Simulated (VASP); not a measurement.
# Au in VASP: single point with PBE

Aim: the single point of Au with PBE.

All numbers are computed with VASP 6.6.1; they aren't measurements. Logs are shortened: lines on timing, memory, paths and dates and some standing lists are left out, and cuts for length are marked.

### Step 1. The cell of the first run

The cell holds a sheet with vacuum, 2 atoms: a = 4.474 Å, b = 4.474 Å, c = 23.800 Å, α = 90.00°, β = 90.00°, γ = 120.00°.

### Step 2. Single point, PBE

Input file POSCAR:

```
Au
1.0
    4.4744400000      0.0000000000      0.0000000000
   -2.2372200000      3.8749800000      0.0000000000
    0.0000000000      0.0000000000     23.8000000000
Au
2
Direct
    0.3333300000      0.6666700000      0.2941200000
    0.6666700000      0.3333300000      0.2941200000
```

Input file INCAR.step1:

```
SYSTEM = Au
  PREC = Accurate
  ENCUT = 520
  EDIFF = 1E-6
  ISMEAR = -1
  SIGMA = 0.05
  LREAL = .False.
  LASPH = .True.
  NELM = 60
  ALGO = Normal
  ISIF = 2
  LWAVE = .False.
  LCHARG = .True.
  LMAXMIX = 4
  GGA = PE
  NBANDS = 18
```

Input file KPOINTS.step1:

```
Automatic mesh
0
Gamma
  7 7 1
  0 0 0
```

Input file INCAR.step2:

```
SYSTEM = Au
  PREC = Accurate
  ENCUT = 520
  EDIFF = 1E-6
  ISMEAR = -5
  SIGMA = 0.05
  LREAL = .False.
  LASPH = .True.
  NELM = 60
  ALGO = Normal
  ISIF = 2
  LWAVE = .False.
  LCHARG = .False.
  LMAXMIX = 4
  GGA = PE
  LORBIT = 11
  NBANDS = 18
  NEDOS = 1001
  ICHARG = 11
```

Input file KPOINTS.step2:

```
Automatic mesh
0
Gamma
  11 11 1
  0 0 0
```

Potentials or basis: VASP PAW PBE potentials, release 64 (Au).

Command:

```
$ cat potpaw_PBE.64/Au/POTCAR > POTCAR
$ cp INCAR.step1 INCAR
$ cp KPOINTS.step1 KPOINTS
$ mpirun -np 1 vasp_std > vasp.out
$ cp INCAR.step2 INCAR
$ cp KPOINTS.step2 KPOINTS
$ mpirun -np 1 vasp_std > vasp.out
```

OUTCAR:

```text
SYSTEM = Au
   PREC = Accurate
   ENCUT = 520
   EDIFF = 1E-6
   ISMEAR = -5
   LREAL = .False.
   LASPH = .True.
   NELM = 60
   ISIF = 2
   GGA = PE
   LORBIT = 11
   ICHARG = 11

 ion  position               nearest neighbor table
   1  0.333  0.667  0.294-   2 2.58   2 2.58   2 2.58
   2  0.667  0.333  0.294-   1 2.58   1 2.58   1 2.58

  LATTYP: Found a hexagonal cell.
 ALAT       =     4.4744400000
 C/A-ratio  =     5.3191013848

  Lattice vectors:

 A1 = (   4.4744400000,   0.0000000000,   0.0000000000)
 A2 = (  -2.2372200000,   3.8749800000,   0.0000000000)
 A3 = (   0.0000000000,   0.0000000000,  23.8000000000)

Analysis of symmetry for initial positions (statically):
=====================================================================
 Subroutine PRICEL returns:
 Original cell was already a primitive cell.

 Routine SETGRP: Setting up the symmetry group for a
 hexagonal supercell.

 Subroutine GETGRP returns: Found  8 space group operations
 (whereof  4 operations were pure point group operations)
 out of a pool of 24 trial point group operations.

The static configuration has the point symmetry C_2v.
 The point group associated with its full space group is D_2h.

Analysis of symmetry for dynamics (positions and initial velocities):
=====================================================================
 Subroutine PRICEL returns:
 Original cell was already a primitive cell.

 Routine SETGRP: Setting up the symmetry group for a
 hexagonal supercell.

 Subroutine GETGRP returns: Found  8 space group operations
 (whereof  4 operations were pure point group operations)
 out of a pool of 24 trial point group operations.

The dynamic configuration has the point symmetry C_2v.
 The point group associated with its full space group is D_2h.

 Subroutine INISYM returns: Found  8 space group operations
 (whereof  4 operations are pure point group operations),
 and found     1 'primitive' translations

----------------------------------------------------------------------------------------

                                     Primitive cell

  volume of cell :     412.6531

  direct lattice vectors                    reciprocal lattice vectors
     4.474440000  0.000000000  0.000000000     0.223491655  0.129032924  0.000000000
    -2.237220000  3.874980000  0.000000000     0.000000000  0.258065848  0.000000000
     0.000000000  0.000000000 23.800000000     0.000000000  0.000000000  0.042016807

  length of vectors
     4.474440000  4.474441119 23.800000000     0.258065913  0.258065848  0.042016807

  position of ions in fractional coordinates (direct lattice)
     0.333330000  0.666670000  0.294120000
     0.666670000  0.333330000  0.294120000

  ion indices of the primitive-cell ions
   primitive index   ion index
                 1           1
                 2           2

----------------------------------------------------------------------------------------

 KPOINTS: Automatic mesh

Automatic generation of k-mesh.
 Grid dimensions read from file:
 generate k-points for:   11   11    1

 Generating k-lattice:

  Cartesian coordinates                     Fractional coordinates (reciprocal lattice)
     0.020317423  0.011730266  0.000000000     0.090909091 -0.000000000  0.000000000
     0.000000000  0.023460532  0.000000000     0.000000000  0.090909091  0.000000000
     0.000000000  0.000000000  0.042016807     0.000000000  0.000000000  1.000000000

  Length of vectors
     0.023460538  0.023460532  0.042016807

  Shift w.r.t. Gamma in fractional coordinates (k-lattice)
     0.000000000  0.000000000  0.000000000

 TETIRR: Found    186 inequivalent tetrahedra from      726

 Subroutine IBZKPT returns following result:
 ===========================================

 Found     36 irreducible k-points:

 Following reciprocal coordinates:
            Coordinates               Weight
  0.000000  0.000000  0.000000      1.000000
  0.090909  0.000000  0.000000      4.000000
 -0.090909  0.090909  0.000000      2.000000
  0.181818  0.000000  0.000000      4.000000
 -0.181818  0.181818  0.000000      2.000000
  0.272727  0.000000  0.000000      4.000000
[... 16 lines left out ...]
  0.454545  0.090909  0.000000      4.000000
  0.454545  0.454545  0.000000      2.000000
 [... further k-points ...]
   k-points           NKPTS =     36   k-points in BZ     NKDIM =     36   number of bands    NBANDS=     18
   number of dos      NEDOS =   1001   number of ions     NIONS =      2
   total plane-waves  NPLWV = 233280
   dimension x,y,z NGX =    36 NGY =   36 NGZ =  180
   dimension x,y,z NGXF=    72 NGYF=   72 NGZF=  360
   ions per type =               2
   NGX,Y,Z   is equivalent  to a cutoff of  13.38, 13.38, 12.57 a.u.
   NGXF,Y,Z  is equivalent  to a cutoff of  26.75, 26.75, 25.15 a.u.
 SYSTEM =  Au
   PREC   = accura    normal or accurate (medium, high low for compatibility)
   ISTART =      0    job   : 0-new  1-cont  2-samecut
   ICHARG =     11    charge: 1-file 2-atom 10-const
   ISPIN  =      1    spin polarized calculation?
   LNONCOLLINEAR =      F non collinear calculations
   LSORBIT =      F    spin-orbit coupling
   LASPH  =      T    aspherical Exc in radial PAW
   ENCUT  =  520.0 eV  38.22 Ry    6.18 a.u.   8.32  8.32 44.25*2*pi/ulx,y,z
   NELM   =     60;   NELMIN=  2; NELMDL=  0     # of ELM steps
   EDIFF  = 0.1E-05   stopping-criterion for ELM
   LREAL  =      F    real-space projection
   EDIFFG = 0.1E-04   stopping-criterion for IOM
   NSW    =      0    number of steps for IOM
   IBRION =     -1    ionic relax: 0-MD 1-quasi-New 2-CG
   NFREE  =      0    steps in history (QN), initial steepest desc. (CG)
   ISIF   =      2    stress and relaxation
   ISYM   =      2    0-nonsym 1-usesym 2-fastsym
   POTIM  = 0.5000    time-step for ionic-motion
   TEBEG  =    0.0;   TEEND  =   0.0 temperature during run
   PSTRESS=    0.0 pullay stress
   NELECT =      22.0000    total number of electrons
   NUPDOWN=      -1.0000    fix difference up-down
   EMIN   =  10.00;   EMAX   =-10.00  energy-range for DOS
   EFERMI =   0.00;   METHOD = LEGACY
   ISMEAR =    -5;   SIGMA  =   0.05  broadening in eV -4-tet -1-fermi 0-gaus
   EFERMI_NEDOS =   21; number of points for ismear=-14 and -15
   IALGO  =     38    algorithm
   IMIX   =      4    mixing-type and parameters
     AMIX     =   0.40;   BMIX     =  1.00
     AMIX_MAG =   1.60;   BMIX_MAG =  1.00
  volume/ion in A,a.u.               =     206.33      1392.36
  Fermi-wavevector in a.u.,A,eV,Ry     =   0.616151  1.164357  5.165348  0.379642
  Thomas-Fermi vector in A             =   1.673777
   LORBIT       =     11    0 simple, 1 ext, 2 COOP (PROOUT), +10 PAW based schemes
   GGA     = PE    functional components
   LHFCALC =     F    Hartree Fock is set to
   AEXX    =    0.0000 exact exchange contribution
   IVDW    =     0    specifies the selected vdW correction
   LEPSILON=     F    determine dielectric tensor
   LRPA    =     F    only Hartree local field effects (RPA)
 non-spin polarized calculation
 Fermi weights with tetrahedron method with Bloechl corrections
  energy-cutoff  :      520.00
  volume of cell :      412.65
 maximum number of plane-waves:     11151
 NGX is ok and might be reduce to    36

 number of electron      22.0000003 magnetization

 Free energy of the ion-electron system (eV)
  ---------------------------------------------------
  ext. energy  EPLUGINS =         0.00000000
  ---------------------------------------------------
  free energy    TOTEN  =        -4.61895967 eV

  energy without entropy =       -4.61895967  energy(sigma->0) =       -4.61895967

 E-fermi :  -4.7093     XC(G=0):  -1.7425

 val. band max:       -4.7146546036   @ k =   0.3636   0.2727   0.0000
 cond. band min:      -4.6584480954   @ k =   0.3636   0.2727   0.0000
 fundamental gap:      0.0562065083
 Fermi energy:        -4.7092878033

 k-point     1 :       0.0000    0.0000    0.0000
  band No.  band energies     occupation
      1     -10.0617      2.00000
      2      -8.0958      2.00000
      3      -8.0958      2.00000
      4      -7.8346      2.00000
      5      -7.8344      2.00000
      6      -7.5441      2.00000
[... 10 lines left out ...]
     17       2.5711      0.00000
     18       3.1722      0.00000

 k-point     2 :       0.0909    0.0000    0.0000
  band No.  band energies     occupation
      1      -9.9935      2.00000
      2      -8.2727      2.00000
      3      -8.2726      2.00000
      4      -7.8551      2.00000
      5      -7.8247      2.00000
      6      -7.3666      2.00000
[... 10 lines left out ...]
     17       2.4295      0.00000
     18       2.6510      0.00000

 k-point     3 :      -0.0909    0.0909    0.0000
  band No.  band energies     occupation
      1      -9.9935      2.00000
      2      -8.2727      2.00000
      3      -8.2726      2.00000
      4      -7.8553      2.00000
      5      -7.8245      2.00000
      6      -7.3666      2.00000
[... 10 lines left out ...]
     17       2.4295      0.00000
     18       2.6509      0.00000

 k-point     4 :       0.1818    0.0000    0.0000
  band No.  band energies     occupation
      1      -9.8066      2.00000
      2      -8.5644      2.00000
      3      -8.5349      2.00000
      4      -7.9079      2.00000
      5      -7.7982      2.00000
      6      -7.0526      2.00000
[... 375 lines left out ...]
      4      -8.0843      2.00000
      5      -7.6603      2.00000
      6      -6.6983      2.00000
[... 10 lines left out ...]
     17       3.1205      0.00000
     18       3.1786      0.00000

 k-point    23 :       0.4545    0.0909    0.0000
  band No.  band energies     occupation
      1      -9.4054      2.00000
      2      -8.9508      2.00000
      3      -8.8878      2.00000
      4      -8.1022      2.00000
      5      -7.6433      2.00000
      6      -6.7366      2.00000
[... 10 lines left out ...]
     17       3.4553      0.00000
     18       3.9109      0.00000

 k-point    24 :       0.4545    0.4545    0.0000
  band No.  band energies     occupation
      1      -9.4052      2.00000
      2      -8.9506      2.00000
      3      -8.8880      2.00000
      4      -8.1023      2.00000
      5      -7.6432      2.00000
      6      -6.7366      2.00000
[... 10 lines left out ...]
     17       3.4553      0.00000
     18       3.9097      0.00000

 [... further k-points ...]

------------------------ aborting loop because EDIFF is reached ----------------------------------------

  FORCE on cell =-STRESS in cart. coord.  units (eV):
  Direction    XX          YY          ZZ          XY          YZ          ZX
  --------------------------------------------------------------------------------------
  -------------------------------------------------------------------------------------
  Total        0.9972509      0.9975511      1.2993756      0.0002594      0.0000000      0.0000000
  in kB        3.8719513      3.8731169      5.0449885      0.0010072      0.0000000      0.0000000
  external PRESSURE =       4.2633523 kB  Pullay stress =       0.0000000 kB

 VOLUME and BASIS-vectors are now :
 -----------------------------------------------------------------------------
  energy-cutoff  :      520.00
  volume of cell :      412.65
      direct lattice vectors                 reciprocal lattice vectors
     4.474440000  0.000000000  0.000000000     0.223491655  0.129032924  0.000000000
    -2.237220000  3.874980000  0.000000000     0.000000000  0.258065848  0.000000000
     0.000000000  0.000000000 23.800000000     0.000000000  0.000000000  0.042016807

 POSITION                                       TOTAL-FORCE (eV/Angst)
 -----------------------------------------------------------------------------------
     -0.00002      2.58333      7.00006         0.000227     -0.000131      0.000000
      2.23724      1.29165      7.00006        -0.000227      0.000131      0.000000
 -----------------------------------------------------------------------------------
    total drift:                               -0.000000     -0.000000     -0.000009

  FREE ENERGIE OF THE ION-ELECTRON SYSTEM (eV)
  ---------------------------------------------------
  free  energy   TOTEN  =        -4.6189596737 eV

  energy  without entropy=       -4.6189596737  energy(sigma->0) =       -4.61895967

 total charge

# of ion       s       p       d       tot
------------------------------------------
    1        0.650   0.191   8.786   9.627
    2        0.650   0.191   8.786   9.627
--------------------------------------------------
tot          1.301   0.383  17.571  19.255
```

It took 3.6 min on 1 thread of Intel Xeon Platinum 8124M at 3.00GHz (Skylake/Cascade Lake), shared host; peak memory 0.6 GiB.

Results:

- Valence electrons inside the program's atomic spheres: Au 9.63

Levels at points of the mesh, in eV from the valence-band top:
| k point | band 7 | band 8 | band 9 | band 10 | band 11 | band 12 | band 13 | band 14 | band 15 | band 16 |
| --- | --- | --- | --- | --- | --- | --- | --- | --- | --- | --- |
| (0.00, 0.00, 0.00) | -2.83 | -2.35 | -1.45 | -1.45 | -1.35 | 2.54 | 5.66 | 6.10 | 6.12 | 7.06 |

Caveat: spin-orbit coupling is left out, which moves the levels of the heavy elements.
